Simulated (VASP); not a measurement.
# Cs (Fd-3m) in VASP: single point with LDA

Aim: the single point of Cs with LDA.

All numbers are computed with VASP 6.6.1; they aren't measurements. Logs are shortened: lines on timing, memory, paths and dates and some standing lists are left out, and cuts for length are marked.

### Step 1. The cell of the first run

Symmetry: Fd-3m, No. 227, cubic system. The conventional cell has a = 10.727 Å, b = 10.727 Å, c = 10.727 Å, α = 90.00°, β = 90.00°, γ = 90.00°.

### Step 2. Single point, LDA

Contents of INCAR:

```
PREC = Accurate ; ENCUT = 520
EDIFF = 1E-6 ; ISMEAR = -1
SIGMA = 0.13605693000000002 ; LREAL = F
LASPH = T ; NELM = 60
ALGO = Normal ; ISIF = 2
LWAVE = F ; LCHARG = T
GGA = CA ; LELF = T
LVHAR = T ; NBANDS = 16
```

Contents of KPOINTS:

```
Automatic mesh
0
Gamma
  8 8 8
```

Contents of POSCAR:

```
Cs
1.0
    0.0000000000      5.3635172207      5.3635172207
    5.3635172207      0.0000000000      5.3635172207
    5.3635172207      5.3635172207      0.0000000000
Cs
2
Direct
    0.0000000000      0.0000000000      0.0000000000
    0.2500000000      0.2500000000      0.2500000000
```

Potentials or basis: VASP PAW LDA potentials, release 64 (Cs_sv).

Command:

```sh
$ cat potpaw_LDA.64/Cs_sv/POTCAR > POTCAR
$ mpirun -np 1 vasp_std > vasp.out
```

OUTCAR:

```text
PREC = Accurate
   ENCUT = 520
   EDIFF = 1E-6
   ISMEAR = -1
   LREAL = F
   LASPH = T
   NELM = 60
   ISIF = 2
   GGA = CA

 ion  position               nearest neighbor table
   1  0.000  0.000  0.000-
   2  0.250  0.250  0.250-

  LATTYP: Found a face centered cubic cell.
 ALAT       =    10.7270344414

  Lattice vectors:

 A1 = (   0.0000000000,   5.3635172207,   5.3635172207)
 A2 = (   5.3635172207,   0.0000000000,   5.3635172207)
 A3 = (   5.3635172207,   5.3635172207,   0.0000000000)

Analysis of symmetry for initial positions (statically):
=====================================================================
 Subroutine PRICEL returns:
 Original cell was already a primitive cell.

 Routine SETGRP: Setting up the symmetry group for a
 face centered cubic supercell.

 Subroutine GETGRP returns: Found 48 space group operations
 (whereof 24 operations were pure point group operations)
 out of a pool of 48 trial point group operations.

The static configuration has the point symmetry T_d .
 The point group associated with its full space group is O_h .

Analysis of symmetry for dynamics (positions and initial velocities):
=====================================================================
 Subroutine PRICEL returns:
 Original cell was already a primitive cell.

 Routine SETGRP: Setting up the symmetry group for a
 face centered cubic supercell.

 Subroutine GETGRP returns: Found 48 space group operations
 (whereof 24 operations were pure point group operations)
 out of a pool of 48 trial point group operations.

The dynamic configuration has the point symmetry T_d .
 The point group associated with its full space group is O_h .

 Subroutine INISYM returns: Found 48 space group operations
 (whereof 24 operations are pure point group operations),
 and found     1 'primitive' translations

----------------------------------------------------------------------------------------

                                     Primitive cell

  volume of cell :     308.5880

  direct lattice vectors                    reciprocal lattice vectors
     0.000000000  5.363517221  5.363517221    -0.093222410  0.093222410  0.093222410
     5.363517221  0.000000000  5.363517221     0.093222410 -0.093222410  0.093222410
     5.363517221  5.363517221  0.000000000     0.093222410  0.093222410 -0.093222410

  length of vectors
     7.585158796  7.585158796  7.585158796     0.161465950  0.161465950  0.161465950

  position of ions in fractional coordinates (direct lattice)
     0.000000000  0.000000000  0.000000000
     0.250000000  0.250000000  0.250000000

  ion indices of the primitive-cell ions
   primitive index   ion index
                 1           1
                 2           2

----------------------------------------------------------------------------------------

 KPOINTS: Automatic mesh

Automatic generation of k-mesh.
 Grid dimensions read from file:
 generate k-points for:    8    8    8

 Generating k-lattice:

  Cartesian coordinates                     Fractional coordinates (reciprocal lattice)
    -0.011652801  0.011652801  0.011652801     0.125000000  0.000000000  0.000000000
     0.011652801 -0.011652801  0.011652801     0.000000000  0.125000000  0.000000000
     0.011652801  0.011652801 -0.011652801     0.000000000  0.000000000  0.125000000

  Length of vectors
     0.020183244  0.020183244  0.020183244

  Shift w.r.t. Gamma in fractional coordinates (k-lattice)
     0.000000000  0.000000000  0.000000000

 Subroutine IBZKPT returns following result:
 ===========================================

 Found     29 irreducible k-points:

 Following reciprocal coordinates:
            Coordinates               Weight
  0.000000  0.000000  0.000000      1.000000
  0.125000  0.000000  0.000000      8.000000
  0.250000  0.000000  0.000000      8.000000
  0.375000  0.000000  0.000000      8.000000
  0.500000  0.000000  0.000000      4.000000
  0.125000  0.125000  0.000000      6.000000
[... 16 lines left out ...]
  0.500000  0.250000  0.125000     48.000000
 -0.375000  0.250000  0.125000     24.000000
 [... further k-points ...]
   k-points           NKPTS =     29   k-points in BZ     NKDIM =     29   number of bands    NBANDS=     16
   number of dos      NEDOS =    301   number of ions     NIONS =      2
   total plane-waves  NPLWV = 175616
   dimension x,y,z NGX =    56 NGY =   56 NGZ =   56
   dimension x,y,z NGXF=   112 NGYF=  112 NGZF=  112
   ions per type =               2
   NGX,Y,Z   is equivalent  to a cutoff of  12.27, 12.27, 12.27 a.u.
   NGXF,Y,Z  is equivalent  to a cutoff of  24.55, 24.55, 24.55 a.u.
 SYSTEM =  unknown system
   PREC   = accura    normal or accurate (medium, high low for compatibility)
   ISTART =      0    job   : 0-new  1-cont  2-samecut
   ICHARG =      2    charge: 1-file 2-atom 10-const
   ISPIN  =      1    spin polarized calculation?
   LNONCOLLINEAR =      F non collinear calculations
   LSORBIT =      F    spin-orbit coupling
   LASPH  =      T    aspherical Exc in radial PAW
   ENCUT  =  520.0 eV  38.22 Ry    6.18 a.u.  14.10 14.10 14.10*2*pi/ulx,y,z
   NELM   =     60;   NELMIN=  2; NELMDL= -5     # of ELM steps
   EDIFF  = 0.1E-05   stopping-criterion for ELM
   LREAL  =      F    real-space projection
   EDIFFG = 0.1E-04   stopping-criterion for IOM
   NSW    =      0    number of steps for IOM
   IBRION =     -1    ionic relax: 0-MD 1-quasi-New 2-CG
   NFREE  =      0    steps in history (QN), initial steepest desc. (CG)
   ISIF   =      2    stress and relaxation
   ISYM   =      2    0-nonsym 1-usesym 2-fastsym
   POTIM  = 0.5000    time-step for ionic-motion
   TEBEG  =    0.0;   TEEND  =   0.0 temperature during run
   PSTRESS=    0.0 pullay stress
   NELECT =      18.0000    total number of electrons
   NUPDOWN=      -1.0000    fix difference up-down
   EMIN   =  10.00;   EMAX   =-10.00  energy-range for DOS
   EFERMI =   0.00;   METHOD = LEGACY
   ISMEAR =    -1;   SIGMA  =   0.14  broadening in eV -4-tet -1-fermi 0-gaus
   EFERMI_NEDOS =   21; number of points for ismear=-14 and -15
   IALGO  =     38    algorithm
   IMIX   =      4    mixing-type and parameters
     AMIX     =   0.40;   BMIX     =  1.00
     AMIX_MAG =   1.60;   BMIX_MAG =  1.00
  volume/ion in A,a.u.               =     154.29      1041.23
  Fermi-wavevector in a.u.,A,eV,Ry     =   0.634901  1.199789  5.484498  0.403099
  Thomas-Fermi vector in A             =   1.699053
   LORBIT       =      0    0 simple, 1 ext, 2 COOP (PROOUT), +10 PAW based schemes
   GGA     = CA    functional components
   LHFCALC =     F    Hartree Fock is set to
   AEXX    =    0.0000 exact exchange contribution
   IVDW    =     0    specifies the selected vdW correction
   LEPSILON=     F    determine dielectric tensor
   LRPA    =     F    only Hartree local field effects (RPA)
 non-spin polarized calculation
  energy-cutoff  :      520.00
  volume of cell :      308.59
 maximum number of plane-waves:      8372
   NGX = 29   NGY = 29   NGZ = 29

 number of electron      17.9999999 magnetization

 Free energy of the ion-electron system (eV)
  ---------------------------------------------------
  ext. energy  EPLUGINS =         0.00000000
  ---------------------------------------------------
  free energy    TOTEN  =        -1.47489705 eV

  energy without entropy =       -1.34934378  energy(sigma->0) =       -1.41212041

 E-fermi :  -0.2534     XC(G=0):  -4.7291

 val. band max:       -0.2896402662   @ k =  -0.3750   0.3750   0.0000
 cond. band min:      -0.1865634880   @ k =   0.5000   0.5000   0.0000
 fundamental gap:      0.1030767781
 Fermi energy:        -0.2534119160

 k-point     1 :       0.0000    0.0000    0.0000
  band No.  band energies     occupation
      1     -24.5027      2.00000
      2     -24.4678      2.00000
      3     -11.3715      2.00000
      4     -11.3715      2.00000
      5     -11.3715      2.00000
      6     -11.2071      2.00000
[... 8 lines left out ...]
     15       1.5990      0.00000
     16       1.5990      0.00000

 k-point     2 :       0.1250    0.0000    0.0000
  band No.  band energies     occupation
      1     -24.5017      2.00000
      2     -24.4688      2.00000
      3     -11.3743      2.00000
      4     -11.3743      2.00000
      5     -11.3710      2.00000
      6     -11.2082      2.00000
[... 8 lines left out ...]
     15       1.3790      0.00001
     16       1.6013      0.00000

 k-point     3 :       0.2500    0.0000    0.0000
  band No.  band energies     occupation
      1     -24.4990      2.00000
      2     -24.4714      2.00000
      3     -11.3808      2.00000
      4     -11.3808      2.00000
      5     -11.3700      2.00000
      6     -11.2107      2.00000
[... 8 lines left out ...]
     15       1.3872      0.00001
     16       1.6607      0.00000

 k-point     4 :       0.3750    0.0000    0.0000
  band No.  band energies     occupation
      1     -24.4957      2.00000
      2     -24.4748      2.00000
      3     -11.3869      2.00000
      4     -11.3869      2.00000
      5     -11.3691      2.00000
      6     -11.2131      2.00000
[... 8 lines left out ...]
     15       1.3910      0.00001
     16       1.8403      0.00000
[... 324 lines left out ...]
 k-point    22 :       0.3750    0.2500    0.1250
  band No.  band energies     occupation
      1     -24.4966      2.00000
      2     -24.4738      2.00000
      3     -11.3952      2.00000
      4     -11.3883      2.00000
      5     -11.3509      2.00000
      6     -11.2306      2.00000
[... 8 lines left out ...]
     15       1.4509      0.00001
     16       1.6041      0.00000

 k-point    23 :       0.5000    0.2500    0.1250
  band No.  band energies     occupation
      1     -24.4933      2.00000
      2     -24.4772      2.00000
      3     -11.4030      2.00000
      4     -11.3936      2.00000
      5     -11.3412      2.00000
      6     -11.2409      2.00000
[... 8 lines left out ...]
     15       1.4621      0.00001
     16       1.7101      0.00000

 k-point    24 :      -0.3750    0.2500    0.1250
  band No.  band energies     occupation
      1     -24.4914      2.00000
      2     -24.4791      2.00000
      3     -11.4058      2.00000
      4     -11.3961      2.00000
      5     -11.3367      2.00000
      6     -11.2456      2.00000
[... 8 lines left out ...]
     15       1.4632      0.00001
     16       1.8276      0.00000

 [... further k-points ...]
[... 5 lines left out ...]
  --------------------------------------------------------------------------------------
  -------------------------------------------------------------------------------------
  Total       -0.0127229     -0.0127229     -0.0127229     -0.0000000      0.0000000      0.0000000
  in kB       -0.0660568     -0.0660568     -0.0660568     -0.0000000      0.0000000      0.0000000
  external PRESSURE =      -0.0660568 kB  Pullay stress =       0.0000000 kB

 VOLUME and BASIS-vectors are now :
 -----------------------------------------------------------------------------
  energy-cutoff  :      520.00
  volume of cell :      308.59
      direct lattice vectors                 reciprocal lattice vectors
     0.000000000  5.363517221  5.363517221    -0.093222410  0.093222410  0.093222410
     5.363517221  0.000000000  5.363517221     0.093222410 -0.093222410  0.093222410
     5.363517221  5.363517221  0.000000000     0.093222410  0.093222410 -0.093222410

 POSITION                                       TOTAL-FORCE (eV/Angst)
 -----------------------------------------------------------------------------------
      0.00000      0.00000      0.00000        -0.000000     -0.000000     -0.000000
      2.68176      2.68176      2.68176         0.000000      0.000000      0.000000
 -----------------------------------------------------------------------------------
    total drift:                                0.000000      0.000000      0.000000

  FREE ENERGIE OF THE ION-ELECTRON SYSTEM (eV)
  ---------------------------------------------------
  free  energy   TOTEN  =        -1.4748970470 eV

  energy  without entropy=       -1.3493437800  energy(sigma->0) =       -1.41212041
```

It took 85 s on 1 thread of Intel Xeon Platinum 8488C (Sapphire Rapids), shared host; peak memory 0.37 GiB.

Results:

```
Free energy            : -1.4749 eV
Pressure               : 0.0 GPa
Band gap on the k mesh : zero (band 9 reaches -0.08 eV, above the bottom of band 10 at -0.19 eV)
```

Caveat: spin-orbit coupling is left out, which moves the levels of the heavy elements.
